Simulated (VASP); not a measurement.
# Zr2O (I4/mmm) in VASP: notebook

Runs on Zr2O. Level: r2SCAN. Tasks: single point.

Program: VASP 6.6.1. These are calculated values, not measurements. Logs are shortened: lines on timing, memory, paths and dates and some standing lists are left out, and cuts for length are marked.

## 1. The cell of the first run

Symmetry: I4/mmm, No. 139, tetragonal system. Conventional cell: a = 2.906 Å, b = 2.906 Å, c = 10.903 Å, α = 90.00°, β = 90.00°, γ = 90.00°. Zr (site symmetry 4mm) has 4 O at 2.54 Å and 9 Zr at 2.91 to 3.21 Å within 3.4 Å. Within 3.4 Å of O (site symmetry 4/mmm) lie 8 Zr at 2.54 Å and 4 O at 2.91 Å.

## 2. Single point, r2SCAN

Input file POSCAR:

```
Zr2O
1.0
   -1.4529013532      1.4529013532      5.4516406905
    1.4529013532     -1.4529013532      5.4516406905
    1.4529013532      1.4529013532     -5.4516406905
Zr O
2 1
Direct
    0.6367585642      0.6367585642      0.0000000000
    0.3632414358      0.3632414358      0.0000000000
    0.0000000000      0.0000000000      0.0000000000
```

Input file INCAR.step1:

```
  PREC = Accurate
  ENCUT = 520
  ISMEAR = 0
  SIGMA = 0.1
  LREAL = False
  LASPH = True
  NELM = 80
  NBANDS = 22
  GGA = PE
  ALGO = Normal
  EDIFF = 1E-4
  LWAVE = True
  LCHARG = False
```

Input file INCAR.step2:

```
  PREC = Accurate
  ENCUT = 520
  EDIFF = 1E-7
  ISMEAR = 0
  SIGMA = 0.1
  LREAL = False
  LASPH = True
  NELM = 80
  ALGO = Normal
  ISIF = 2
  LWAVE = False
  LCHARG = False
  METAGGA = R2SCAN
  LMIXTAU = True
  NBANDS = 22
  ISTART = 1
```

Input file KPOINTS:

```
Automatic mesh
0
Gamma
  6 6 6
```

Potentials or basis: VASP PAW PBE potentials, release 64 (Zr_sv, O).

Launch:

```
cat potpaw_PBE.64/Zr_sv/POTCAR potpaw_PBE.64/O/POTCAR > POTCAR
cp INCAR.step1 INCAR
mpirun -np 1 vasp_std > vasp.out
cp INCAR.step2 INCAR
mpirun -np 1 vasp_std > vasp.out
```

OUTCAR:

```text
PREC = Accurate
   ENCUT = 520
   EDIFF = 1E-7
   ISMEAR = 0
   LREAL = False
   LASPH = True
   NELM = 80
   ISIF = 2
   METAGGA = R2SCAN
   ISTART = 1

 ion  position               nearest neighbor table
   1  0.637  0.637  0.000-   3 2.54   3 2.54   3 2.54   3 2.54   2 2.98   2 3.21   2 3.21   2 3.21
                             2 3.21
   2  0.363  0.363  0.000-   3 2.54   3 2.54   3 2.54   3 2.54   1 2.98   1 3.21   1 3.21   1 3.21
                             1 3.21
   3  0.000  0.000  0.000-   1 2.54   1 2.54   1 2.54   2 2.54   1 2.54   2 2.54   2 2.54   2 2.54

  LATTYP: Found a body centered tetragonal cell.
 ALAT       =     2.9058027064
 C/A-ratio  =     3.7522442102

  Lattice vectors:

 A1 = (  -1.4529013532,   1.4529013532,   5.4516406905)
 A2 = (   1.4529013532,  -1.4529013532,   5.4516406905)
 A3 = (   1.4529013532,   1.4529013532,  -5.4516406905)

Analysis of symmetry for initial positions (statically):
=====================================================================
 Subroutine PRICEL returns:
 Original cell was already a primitive cell.

 Routine SETGRP: Setting up the symmetry group for a
 body centered tetragonal supercell.

 Subroutine GETGRP returns: Found 16 space group operations
 (whereof 16 operations were pure point group operations)
 out of a pool of 16 trial point group operations.

The static configuration has the point symmetry D_4h.

Analysis of symmetry for dynamics (positions and initial velocities):
=====================================================================
 Subroutine PRICEL returns:
 Original cell was already a primitive cell.

 Routine SETGRP: Setting up the symmetry group for a
 body centered tetragonal supercell.

 Subroutine GETGRP returns: Found 16 space group operations
 (whereof 16 operations were pure point group operations)
 out of a pool of 16 trial point group operations.

The dynamic configuration has the point symmetry D_4h.

 Subroutine INISYM returns: Found 16 space group operations
 (whereof 16 operations are pure point group operations),
 and found     1 'primitive' translations

----------------------------------------------------------------------------------------

                                     Primitive cell

  volume of cell :      46.0320

  direct lattice vectors                    reciprocal lattice vectors
    -1.452901353  1.452901353  5.451640690     0.000000000  0.344138987  0.091715509
     1.452901353 -1.452901353  5.451640690     0.344138987  0.000000000  0.091715509
     1.452901353  1.452901353 -5.451640690     0.344138987  0.344138987  0.000000000

  length of vectors
     5.825996130  5.825996130  5.825996130     0.356150778  0.356150778  0.486686023

  position of ions in fractional coordinates (direct lattice)
     0.636758564  0.636758564  0.000000000
     0.363241436  0.363241436  0.000000000
     0.000000000  0.000000000  0.000000000

  ion indices of the primitive-cell ions
   primitive index   ion index
                 1           1
                 2           2
                 3           3

----------------------------------------------------------------------------------------

 KPOINTS: Automatic mesh

Automatic generation of k-mesh.
 Grid dimensions read from file:
 generate k-points for:    6    6    6

 Generating k-lattice:

  Cartesian coordinates                     Fractional coordinates (reciprocal lattice)
     0.000000000  0.057356498  0.015285918     0.166666667  0.000000000 -0.000000000
     0.057356498  0.000000000  0.015285918     0.000000000  0.166666667 -0.000000000
     0.057356498  0.057356498  0.000000000     0.000000000  0.000000000  0.166666667

  Length of vectors
     0.059358463  0.059358463  0.081114337

  Shift w.r.t. Gamma in fractional coordinates (k-lattice)
     0.000000000  0.000000000  0.000000000

 Subroutine IBZKPT returns following result:
 ===========================================

 Found     30 irreducible k-points:

 Following reciprocal coordinates:
            Coordinates               Weight
  0.000000  0.000000  0.000000      1.000000
  0.166667  0.000000  0.000000      8.000000
  0.333333 -0.000000  0.000000      8.000000
  0.500000  0.000000  0.000000      4.000000
  0.166667  0.166667  0.000000      8.000000
  0.333333  0.166667  0.000000     16.000000
[... 16 lines left out ...]
 -0.333333 -0.333333  0.166667      8.000000
 -0.166667 -0.333333  0.166667      8.000000
 [... further k-points ...]
   k-points           NKPTS =     30   k-points in BZ     NKDIM =     30   number of bands    NBANDS=     22
   number of dos      NEDOS =    301   number of ions     NIONS =      3
   total plane-waves  NPLWV = 110592
   dimension x,y,z NGX =    48 NGY =   48 NGZ =   48
   dimension x,y,z NGXF=    96 NGYF=   96 NGZF=   96
   ions per type =               2   1
   NGX,Y,Z   is equivalent  to a cutoff of  13.70, 13.70, 13.70 a.u.
   NGXF,Y,Z  is equivalent  to a cutoff of  27.39, 27.39, 27.39 a.u.
 SYSTEM =  unknown system
   PREC   = accura    normal or accurate (medium, high low for compatibility)
   ISTART =      1    job   : 0-new  1-cont  2-samecut
   ICHARG =      0    charge: 1-file 2-atom 10-const
   ISPIN  =      1    spin polarized calculation?
   LNONCOLLINEAR =      F non collinear calculations
   LSORBIT =      F    spin-orbit coupling
   LASPH  =      T    aspherical Exc in radial PAW
   ENCUT  =  520.0 eV  38.22 Ry    6.18 a.u.  10.83 10.83 10.83*2*pi/ulx,y,z
   NELM   =     80;   NELMIN=  2; NELMDL=  0     # of ELM steps
   EDIFF  = 0.1E-06   stopping-criterion for ELM
   LREAL  =      F    real-space projection
   EDIFFG = 0.1E-05   stopping-criterion for IOM
   NSW    =      0    number of steps for IOM
   IBRION =     -1    ionic relax: 0-MD 1-quasi-New 2-CG
   NFREE  =      0    steps in history (QN), initial steepest desc. (CG)
   ISIF   =      2    stress and relaxation
   ISYM   =      2    0-nonsym 1-usesym 2-fastsym
   POTIM  = 0.5000    time-step for ionic-motion
   TEBEG  =    0.0;   TEEND  =   0.0 temperature during run
   PSTRESS=    0.0 pullay stress
   NELECT =      30.0000    total number of electrons
   NUPDOWN=      -1.0000    fix difference up-down
   EMIN   =  10.00;   EMAX   =-10.00  energy-range for DOS
   EFERMI =   0.00;   METHOD = LEGACY
   ISMEAR =     0;   SIGMA  =   0.10  broadening in eV -4-tet -1-fermi 0-gaus
   EFERMI_NEDOS =   21; number of points for ismear=-14 and -15
   IALGO  =     38    algorithm
   IMIX   =      4    mixing-type and parameters
     AMIX     =   0.40;   BMIX     =  1.00
     AMIX_MAG =   1.60;   BMIX_MAG =  1.00
  volume/ion in A,a.u.               =      15.34       103.55
  Fermi-wavevector in a.u.,A,eV,Ry     =   1.419369  2.682219 27.410425  2.014609
  Thomas-Fermi vector in A             =   2.540397
   LORBIT       =      0    0 simple, 1 ext, 2 COOP (PROOUT), +10 PAW based schemes
   METAGGA = R2SCAN    functional components
   LHFCALC =     F    Hartree Fock is set to
   AEXX    =    0.0000 exact exchange contribution
   IVDW    =     0    specifies the selected vdW correction
   LEPSILON=     F    determine dielectric tensor
   LRPA    =     F    only Hartree local field effects (RPA)
 non-spin polarized calculation
 Gauss-broadening in eV      SIGMA  =   0.10
  energy-cutoff  :      520.00
  volume of cell :       46.03
 maximum number of plane-waves:      1265
 NGX is ok and might be reduce to    48
   NGX = 21   NGY = 21   NGZ = 21

 number of electron      29.9999999 magnetization

 Free energy of the ion-electron system (eV)
  ---------------------------------------------------
  ext. energy  EPLUGINS =         0.00000000
  ---------------------------------------------------
  free energy    TOTEN  =       -55.28792797 eV

  energy without entropy =      -55.27451109  energy(sigma->0) =      -55.28121953

 E-fermi :  10.4382     XC(G=0): -12.7548

 val. band max:       10.3722829475   @ k =   0.3333  -0.0000   0.0000
 cond. band min:      10.4683684299   @ k =  -0.3333   0.1667   0.0000
 fundamental gap:      0.0960854824
 Fermi energy:        10.4382023615

 k-point     1 :       0.0000    0.0000    0.0000
  band No.  band energies     occupation
      1     -40.1347      2.00000
      2     -39.9760      2.00000
      3     -18.1009      2.00000
      4     -16.8825      2.00000
      5     -16.8416      2.00000
      6     -16.8416      2.00000
[... 14 lines left out ...]
     21      15.9550      0.00000
     22      15.9550      0.00000

 k-point     2 :       0.1667    0.0000    0.0000
  band No.  band energies     occupation
      1     -40.0875      2.00000
      2     -39.9468      2.00000
      3     -17.9847      2.00000
      4     -17.2175      2.00000
      5     -17.1382      2.00000
      6     -16.8715      2.00000
[... 14 lines left out ...]
     21      15.2722      0.00000
     22      15.5487      0.00000

 k-point     3 :       0.3333   -0.0000    0.0000
  band No.  band energies     occupation
      1     -39.9870      2.00000
      2     -39.8922      2.00000
      3     -17.9169      2.00000
      4     -17.8689      2.00000
      5     -17.5954      2.00000
      6     -16.9322      2.00000
[... 14 lines left out ...]
     21      14.9401      0.00000
     22      15.1495      0.00000
[... 476 lines left out ...]
 k-point    23 :      -0.3333   -0.3333    0.1667
  band No.  band energies     occupation
      1     -40.0135      2.00000
      2     -39.9459      2.00000
      3     -17.7132      2.00000
      4     -17.3220      2.00000
      5     -17.1896      2.00000
      6     -17.0709      2.00000
[... 14 lines left out ...]
     21      14.5253      0.00000
     22      15.5862      0.00000

 k-point    24 :      -0.1667   -0.3333    0.1667
  band No.  band energies     occupation
      1     -40.0694      2.00000
      2     -39.9655      2.00000
      3     -17.8634      2.00000
      4     -17.2872      2.00000
      5     -17.0873      2.00000
      6     -16.9902      2.00000
[... 14 lines left out ...]
     21      15.1489      0.00000
     22      15.8135      0.00000

 [... further k-points ...]

------------------------ aborting loop because EDIFF is reached ----------------------------------------

  FORCE on cell =-STRESS in cart. coord.  units (eV):
  Direction    XX          YY          ZZ          XY          YZ          ZX
  --------------------------------------------------------------------------------------
  -------------------------------------------------------------------------------------
  Total       -0.0269997     -0.0269997      0.0075476      0.0000000      0.0000000      0.0000000
  in kB       -0.9397434     -0.9397434      0.2626996      0.0000000      0.0000000      0.0000000
  external PRESSURE =      -0.5389290 kB  Pullay stress =       0.0000000 kB

 VOLUME and BASIS-vectors are now :
 -----------------------------------------------------------------------------
  energy-cutoff  :      520.00
  volume of cell :       46.03
      direct lattice vectors                 reciprocal lattice vectors
    -1.452901353  1.452901353  5.451640690     0.000000000  0.344138987  0.091715509
     1.452901353 -1.452901353  5.451640690     0.344138987  0.000000000  0.091715509
     1.452901353  1.452901353 -5.451640690     0.344138987  0.344138987  0.000000000

 POSITION                                       TOTAL-FORCE (eV/Angst)
 -----------------------------------------------------------------------------------
      0.00000      0.00000      6.94276         0.000000      0.000000      0.056783
      0.00000      0.00000      3.96052         0.000000      0.000000     -0.056783
      0.00000      0.00000      0.00000        -0.000000     -0.000000      0.000000
 -----------------------------------------------------------------------------------
    total drift:                                0.000000      0.000000     -0.000000

  FREE ENERGIE OF THE ION-ELECTRON SYSTEM (eV)
  ---------------------------------------------------
  free  energy   TOTEN  =       -55.2879279715 eV

  energy  without entropy=      -55.2745110862  energy(sigma->0) =      -55.28121953
```

Wall time 5.6 min (1 thread of Intel Xeon Platinum 8488C (Sapphire Rapids), shared host); peak memory 0.36 GiB.

Results:

| Property | Result |
| --- | --- |
| Free energy | -55.2879 eV |
| Pressure | -0.1 GPa |
| Largest force | 0.057 eV/Å |
| Band gap on the k mesh | zero (bands 15 and 16 overlap by 1.44 eV) |

Forces in eV/Å, atoms in the order of the input:
```
Zr   0.000  0.000  0.057
Zr   0.000  0.000 -0.057
O    0.000  0.000  0.000
```

Stress tensor (GPa, compression positive):
```
-0.09  0.00  0.00
 0.00 -0.09  0.00
 0.00  0.00  0.03
```

Caveat: the k points lie up to 0.37 Å⁻¹ apart, too coarse for converged energies and pressures of a metal; the PAW data sets were made with another functional, which shifts forces and pressure a little.

## 3. Single point, r2SCAN

This run uses another cell than the first one, of 16.46 Å³/atom.

Input file POSCAR:

```
Zr2O
1.0
   -1.9598565514      1.9598565514      3.2143662719
    1.9598565514     -1.9598565514      3.2143662719
    1.9598565514      1.9598565514     -3.2143662719
Zr O
2 1
Direct
    0.5930000000      0.5930000000      0.0000000000
    0.4070000000      0.4070000000      0.0000000000
    0.0000000000      0.0000000000      0.0000000000
```

Input file INCAR.step1:

```
  PREC = Accurate
  ENCUT = 520
  ISMEAR = 0
  SIGMA = 0.1
  LREAL = F
  LASPH = T
  NELM = 100
  NBANDS = 22
  GGA = PE
  ALGO = Normal
  EDIFF = 1E-4
  LWAVE = T
  LCHARG = F
```

Input file INCAR.step2:

```
  PREC = Accurate
  ENCUT = 520
  EDIFF = 1E-6
  ISMEAR = 0
  SIGMA = 0.1
  LREAL = F
  LASPH = T
  NELM = 100
  ALGO = Normal
  ISIF = 2
  LWAVE = F
  LCHARG = F
  METAGGA = R2SCAN
  LMIXTAU = T
  NBANDS = 22
  ISTART = 1
```

KPOINTS is that of step 2.

Potentials or basis: VASP PAW PBE potentials, release 64 (Zr_sv, O).

Launch:

```
cat potpaw_PBE.64/Zr_sv/POTCAR potpaw_PBE.64/O/POTCAR > POTCAR
cp INCAR.step1 INCAR
mpirun -np 1 vasp_std > vasp.out
cp INCAR.step2 INCAR
mpirun -np 1 vasp_std > vasp.out
```

OUTCAR:

```text
PREC = Accurate
   ENCUT = 520
   EDIFF = 1E-6
   ISMEAR = 0
   LREAL = F
   LASPH = T
   NELM = 100
   ISIF = 2
   METAGGA = R2SCAN
   ISTART = 1

 ion  position               nearest neighbor table
   1  0.593  0.593  0.000-   2 1.20   3 2.62   3 2.84   3 2.84   3 2.84   3 2.84   2 3.43   2 3.43
                             2 3.43   2 3.43
   2  0.407  0.407  0.000-   1 1.20   3 2.62   3 2.84   3 2.84   3 2.84   3 2.84   1 3.43   1 3.43
                             1 3.43   1 3.43
   3  0.000  0.000  0.000-   1 2.62   2 2.62   1 2.84   2 2.84   1 2.84   1 2.84   1 2.84   2 2.84
                             2 2.84   2 2.84

 -----------------------------------------------------------------------------
|                                                                             |
|           W    W    AA    RRRRR   N    N  II  N    N   GGGG   !!!           |
|           W    W   A  A   R    R  NN   N  II  NN   N  G    G  !!!           |
|           W    W  A    A  R    R  N N  N  II  N N  N  G       !!!           |
|           W WW W  AAAAAA  RRRRR   N  N N  II  N  N N  G  GGG   !            |
|           WW  WW  A    A  R   R   N   NN  II  N   NN  G    G                |
|           W    W  A    A  R    R  N    N  II  N    N   GGGG   !!!           |
|                                                                             |
|     The distance between some ions is very small. Please check the          |
[... 197 lines left out ...]

 k-point     1 :       0.0000    0.0000    0.0000
  band No.  band energies     occupation
      1     -63.7456      2.00000
      2     -36.9053      2.00000
      3     -30.6614      2.00000
      4     -30.6614      2.00000
      5     -27.2822      2.00000
      6     -15.2940      2.00000
[... 589 lines left out ...]
     21      14.5343      0.00000
     22      16.3011      0.00000

 [... further k-points ...]

------------------------ aborting loop because EDIFF is reached ----------------------------------------

  FORCE on cell =-STRESS in cart. coord.  units (eV):
  Direction    XX          YY          ZZ          XY          YZ          ZX
  --------------------------------------------------------------------------------------
  -------------------------------------------------------------------------------------
  Total       -6.9240472     -6.9240472     37.8383174      0.0000000      0.0000000     -0.0000000
  in kB     -224.6294422   -224.6294422   1227.5479750      0.0000000      0.0000000     -0.0000000
  external PRESSURE =     259.4296969 kB  Pullay stress =       0.0000000 kB

 VOLUME and BASIS-vectors are now :
 -----------------------------------------------------------------------------
  energy-cutoff  :      520.00
  volume of cell :       49.39
      direct lattice vectors                 reciprocal lattice vectors
    -1.959856551  1.959856551  3.214366272     0.000000000  0.255120713  0.155551657
     1.959856551 -1.959856551  3.214366272     0.255120713  0.000000000  0.155551657
     1.959856551  1.959856551 -3.214366272     0.255120713  0.255120713  0.000000000

 POSITION                                       TOTAL-FORCE (eV/Angst)
 -----------------------------------------------------------------------------------
      0.00000      0.00000      3.81224         0.000000      0.000000     30.302415
      0.00000      0.00000      2.61649        -0.000000     -0.000000    -30.302415
      0.00000      0.00000      0.00000         0.000000      0.000000      0.000000
 -----------------------------------------------------------------------------------
    total drift:                               -0.000000     -0.000000      0.000000

  FREE ENERGIE OF THE ION-ELECTRON SYSTEM (eV)
  ---------------------------------------------------
  free  energy   TOTEN  =        29.3425715025 eV

  energy  without entropy=       29.3673959620  energy(sigma->0) =       29.35498373
```

OSZICAR.step1:

```text
N       E                     dE             d eps       ncg     rms          rms(c)
DAV:   1     0.370661012835E+03    0.37066E+03   -0.17495E+04  1320   0.139E+03
DAV:   2     0.940106464038E+02   -0.27665E+03   -0.26723E+03  1612   0.409E+02
DAV:   3     0.656033559591E+02   -0.28407E+02   -0.27018E+02  2628   0.787E+01
DAV:   4     0.646506396641E+02   -0.95272E+00   -0.94791E+00  1412   0.144E+01
DAV:   5     0.646214657448E+02   -0.29174E-01   -0.29169E-01  1672   0.203E+00    0.338E+02
DAV:   6     0.565999457063E+02   -0.80215E+01   -0.87002E+01  1570   0.555E+01    0.184E+02
DAV:   7     0.197576136005E+02   -0.36842E+02   -0.30668E+02  1496   0.780E+01    0.102E+02
DAV:   8     0.583730098179E+02    0.38615E+02   -0.43588E+01  1454   0.460E+01    0.154E+01
DAV:   9     0.588590100538E+02    0.48600E+00   -0.57124E+00  1458   0.146E+01    0.128E+01
DAV:  10     0.588391339020E+02   -0.19876E-01   -0.19791E+00  1938   0.987E+00    0.434E+00
DAV:  11     0.587886578969E+02   -0.50476E-01   -0.25983E+00  1484   0.754E+00    0.783E+00
DAV:  12     0.589386897826E+02    0.15003E+00   -0.35810E-01  1392   0.355E+00    0.200E+00
DAV:  13     0.589646197084E+02    0.25930E-01   -0.11001E-01  1446   0.160E+00    0.162E+00
DAV:  14     0.589646439186E+02    0.24210E-04   -0.41529E-03  1524   0.562E-01    0.534E-01
DAV:  15     0.589644126430E+02   -0.23128E-03   -0.62569E-04  1470   0.260E-01    0.188E-01
DAV:  16     0.589644314676E+02    0.18825E-04   -0.37521E-04  1186   0.972E-02
   1 F= 0.58964431E+02 E0= 0.58978124E+02  d E =-.273842E-01
```

Run time: 2 min. Hardware: 1 thread of Intel Xeon Platinum 8488C (Sapphire Rapids), shared host; peak memory 0.19 GiB.

Results:

```yaml
Free_energy: 29.3426 eV
Pressure: 25.9 GPa
Largest_force: 30.302 eV/Å
Band_gap_on_the_k_mesh: zero (bands 15 and 16 overlap by 0.85 eV)
```

Forces on the atoms (eV/Å):
```
Zr    0.000   0.000  30.302
Zr    0.000   0.000 -30.302
O     0.000   0.000   0.000
```

Caveat: atoms lie so close that the PAW spheres overlap strongly, which falsifies energies and pressures; the cell stands under pressure; the PAW data sets were made with another functional, which shifts forces and pressure a little.
